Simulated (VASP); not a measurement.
# Si2Mo (P6_3/mmc) in VASP: notebook, part 2 of 2

VASP 6.6.1. The steps go on from the part before.

## 3. Single point, r2SCAN+rVV10

Contents of POSCAR:

```
Si2Mo
1.0
    4.4275105319     -0.0000000031      0.0000000000
   -2.2137552633      3.8343365977      0.0000000000
    0.0000000000      0.0000000000      4.9300884366
Si Mo
4 2
Direct
    0.6666666667      0.3333333333      0.2500000000
    0.3333333333      0.6666666667      0.7500000000
    0.0000000000      0.0000000000      0.0000000000
    0.0000000000      0.0000000000      0.5000000000
    0.6666666667      0.3333333333      0.7500000000
    0.3333333333      0.6666666667      0.2500000000
```

Contents of INCAR.step1:

```
PREC = Accurate ; ENCUT = 520
ISMEAR = -1 ; SIGMA = 0.03
LREAL = False ; LASPH = True
NELM = 100 ; NBANDS = 31
GGA = PE ; ALGO = Normal
EDIFF = 1E-4 ; LWAVE = True
LCHARG = False
```

Contents of INCAR.step2:

```
PREC = Accurate ; ENCUT = 520
EDIFF = 1E-6 ; ISMEAR = -1
SIGMA = 0.03 ; LREAL = False
LASPH = True ; NELM = 100
ALGO = Normal ; ISIF = 2
LWAVE = False ; LCHARG = False
METAGGA = R2SCAN ; LMIXTAU = True
LUSE_VDW = True ; IVDW_NL = 2
BPARAM = 11.95 ; CPARAM = 0.0093
NBANDS = 31 ; ISTART = 1
```

Contents of KPOINTS:

```
Automatic mesh
0
Gamma
  6 6 6
```

Potentials or basis: VASP PAW PBE potentials, release 64 (Si, Mo_sv).

On the command line:

```console
$ cat potpaw_PBE.64/Si/POTCAR potpaw_PBE.64/Mo_sv/POTCAR > POTCAR
$ cp INCAR.step1 INCAR
$ mpirun -np 1 vasp_std > vasp.out
$ cp INCAR.step2 INCAR
$ mpirun -np 1 vasp_std > vasp.out
```

OUTCAR:

```text
PREC = Accurate
   ENCUT = 520
   EDIFF = 1E-6
   ISMEAR = -1
   LREAL = False
   LASPH = True
   NELM = 100
   ISIF = 2
   METAGGA = R2SCAN
   IVDW_NL = 2
   BPARAM = 11.95
   ISTART = 1

 ion  position               nearest neighbor table
   1  0.667  0.333  0.250-   5 2.47   5 2.47   6 2.56   6 2.56   6 2.56   3 2.84   4 2.84   3 2.84
                             4 2.84   3 2.84   4 2.84
   2  0.333  0.667  0.750-   6 2.47   6 2.47   5 2.56   5 2.56   5 2.56   3 2.84   4 2.84   4 2.84
                             3 2.84   4 2.84   3 2.84
   3  0.000  0.000  0.000-   4 2.47   4 2.47   1 2.84   5 2.84   6 2.84   2 2.84   1 2.84   5 2.84
                             2 2.84   6 2.84   1 2.84   5 2.84   2 2.84   6 2.84
   4  0.000  0.000  0.500-   3 2.47   3 2.47   1 2.84   5 2.84   6 2.84   2 2.84   1 2.84   5 2.84
                             2 2.84   6 2.84   1 2.84   5 2.84   2 2.84   6 2.84
   5  0.667  0.333  0.750-   1 2.47   1 2.47   2 2.56   2 2.56   2 2.56   3 2.84   4 2.84   3 2.84
                             4 2.84   3 2.84   4 2.84
   6  0.333  0.667  0.250-   2 2.47   2 2.47   1 2.56   1 2.56   1 2.56   3 2.84   4 2.84   4 2.84
                             3 2.84   4 2.84   3 2.84

  LATTYP: Found a hexagonal cell.
 ALAT       =     4.4275105319
 C/A-ratio  =     1.1135125261

  Lattice vectors:

 A1 = (   4.4275105319,  -0.0000000031,   0.0000000000)
 A2 = (  -2.2137552633,   3.8343365977,   0.0000000000)
 A3 = (   0.0000000000,   0.0000000000,   4.9300884366)

Analysis of symmetry for initial positions (statically):
=====================================================================
 Subroutine PRICEL returns:
 Original cell was already a primitive cell.

 Routine SETGRP: Setting up the symmetry group for a
 hexagonal supercell.

 Subroutine GETGRP returns: Found 24 space group operations
 (whereof 12 operations were pure point group operations)
 out of a pool of 24 trial point group operations.

The static configuration has the point symmetry D_3d.
 The point group associated with its full space group is D_6h.

Analysis of symmetry for dynamics (positions and initial velocities):
[... 145 lines left out ...]
   METAGGA = R2SCAN    functional components
   LHFCALC =     F    Hartree Fock is set to
   AEXX    =    0.0000 exact exchange contribution
   IVDW_NL    =     2    kernel type
   BPARAM     =11.9500
   IVDW    =     0    specifies the selected vdW correction
   LEPSILON=     F    determine dielectric tensor
   LRPA    =     F    only Hartree local field effects (RPA)
 non-spin polarized calculation
  energy-cutoff  :      520.00
  volume of cell :       83.70
 maximum number of plane-waves:      2286
 NGX is ok and might be reduce to    36
   NGX = 17   NGY = 17   NGZ = 19

 number of electron      44.0000002 magnetization

 Free energy of the ion-electron system (eV)
  ---------------------------------------------------
  ext. energy  EPLUGINS =         0.00000000
  ---------------------------------------------------
  free energy    TOTEN  =       -84.38246379 eV

  energy without entropy =      -84.37056642  energy(sigma->0) =      -84.37651510

 E-fermi :  12.1288     XC(G=0): -13.2045

 val. band max:       12.1069778961   @ k =   0.1667   0.0000   0.0000
 cond. band min:      12.1329280993   @ k =   0.3333   0.0000   0.0000
 fundamental gap:      0.0259502032
 Fermi energy:        12.1287861649

 k-point     1 :       0.0000    0.0000    0.0000
  band No.  band energies     occupation
      1     -50.9597      2.00000
      2     -50.9434      2.00000
      3     -24.6689      2.00000
      4     -24.5390      2.00000
      5     -24.3571      2.00000
      6     -24.3571      2.00000
[... 805 lines left out ...]
     30      16.6524      0.00000
     31      17.1174      0.00000

 [... further k-points ...]

------------------------ aborting loop because EDIFF is reached ----------------------------------------

  FORCE on cell =-STRESS in cart. coord.  units (eV):
  Direction    XX          YY          ZZ          XY          YZ          ZX
  --------------------------------------------------------------------------------------
  -------------------------------------------------------------------------------------
  Total        0.2542222      0.2542222      0.2081535     -0.0000000      0.0000000      0.0000000
  in kB        4.8665311      4.8665311      3.9846461     -0.0000000      0.0000000      0.0000000
  external PRESSURE =       4.5725694 kB  Pullay stress =       0.0000000 kB

 VOLUME and BASIS-vectors are now :
 -----------------------------------------------------------------------------
  energy-cutoff  :      520.00
  volume of cell :       83.70
      direct lattice vectors                 reciprocal lattice vectors
     4.427510532 -0.000000003  0.000000000     0.225860558  0.130400654  0.000000000
    -2.213755263  3.834336598  0.000000000     0.000000000  0.260801308  0.000000000
     0.000000000  0.000000000  4.930088437     0.000000000  0.000000000  0.202836118

 POSITION                                       TOTAL-FORCE (eV/Angst)
 -----------------------------------------------------------------------------------
      2.21376      1.27811      1.23252        -0.000000      0.000000      0.000000
      0.00000      2.55622      3.69757         0.000000     -0.000000      0.000000
      0.00000      0.00000      0.00000         0.000000     -0.000000     -0.000000
      0.00000      0.00000      2.46504         0.000000     -0.000000     -0.000000
      2.21376      1.27811      3.69757         0.000000     -0.000000     -0.000000
      0.00000      2.55622      1.23252        -0.000000      0.000000     -0.000000
 -----------------------------------------------------------------------------------
    total drift:                               -0.000000      0.000000      0.000000

  FREE ENERGIE OF THE ION-ELECTRON SYSTEM (eV)
  ---------------------------------------------------
  free  energy   TOTEN  =       -84.3824637851 eV

  energy  without entropy=      -84.3705664212  energy(sigma->0) =      -84.37651510
```

OSZICAR.step1:

```text
N       E                     dE             d eps       ncg     rms          rms(c)
DAV:   1     0.336752001299E+03    0.33675E+03   -0.24199E+04  1808   0.134E+03
DAV:   2    -0.304330583387E+02   -0.36719E+03   -0.35511E+03  1956   0.364E+02
DAV:   3    -0.437600583798E+02   -0.13327E+02   -0.12818E+02  2321   0.602E+01
DAV:   4    -0.439384046507E+02   -0.17835E+00   -0.17785E+00  2059   0.649E+00
DAV:   5    -0.439414381331E+02   -0.30335E-02   -0.30324E-02  2206   0.860E-01    0.275E+01
DAV:   6    -0.425235055236E+02    0.14179E+01   -0.16001E+01  1994   0.204E+01    0.668E+00
DAV:   7    -0.420228882966E+02    0.50062E+00   -0.52380E+00  1943   0.112E+01    0.719E+00
DAV:   8    -0.418860144438E+02    0.13687E+00   -0.42922E-01  2082   0.390E+00    0.141E+00
DAV:   9    -0.418848625841E+02    0.11519E-02   -0.21352E-02  2165   0.739E-01    0.364E-01
DAV:  10    -0.418846413734E+02    0.22121E-03   -0.47297E-03  2077   0.392E-01    0.202E-01
DAV:  11    -0.418844668098E+02    0.17456E-03   -0.11618E-03  2007   0.196E-01    0.466E-02
DAV:  12    -0.418844561864E+02    0.10623E-04   -0.45083E-05  1190   0.437E-02
   1 F= -.41884456E+02 E0= -.41876625E+02  d E =-.156617E-01
```

Run time: 3.6 min. Hardware: 1 thread of Intel Xeon Platinum 8488C (Sapphire Rapids), shared host; peak memory 0.44 GiB.

Results:

```yaml
Free_energy: -84.3825 eV
Pressure: 0.5 GPa
Band_gap_on_the_k_mesh: zero (band 22 reaches 12.67 eV, above the bottom of band 23 at 11.78 eV)
```

Levels at points of the mesh, in eV from the Fermi level:
| k point | band 19 | band 20 | band 21 | band 22 | band 23 | band 24 | band 25 | band 26 |
| --- | --- | --- | --- | --- | --- | --- | --- | --- |
| (0.00, 0.00, 0.00) | -3.05 | -1.98 | -1.98 | -0.35 | 1.24 | 1.24 | 1.57 | 2.04 |
| (0.50, 0.00, 0.00) | -2.55 | -2.12 | -0.25 | -0.06 | 0.08 | 0.18 | 0.55 | 1.25 |
| (0.00, 0.00, 0.50) | -1.38 | -1.38 | -1.38 | -1.38 | 0.63 | 0.63 | 0.63 | 0.63 |
| (0.50, 0.00, 0.50) | -2.13 | -2.13 | -0.69 | -0.69 | 0.92 | 0.92 | 1.99 | 1.99 |

Caveat: the PAW data sets were made with another functional, which shifts forces and pressure a little.
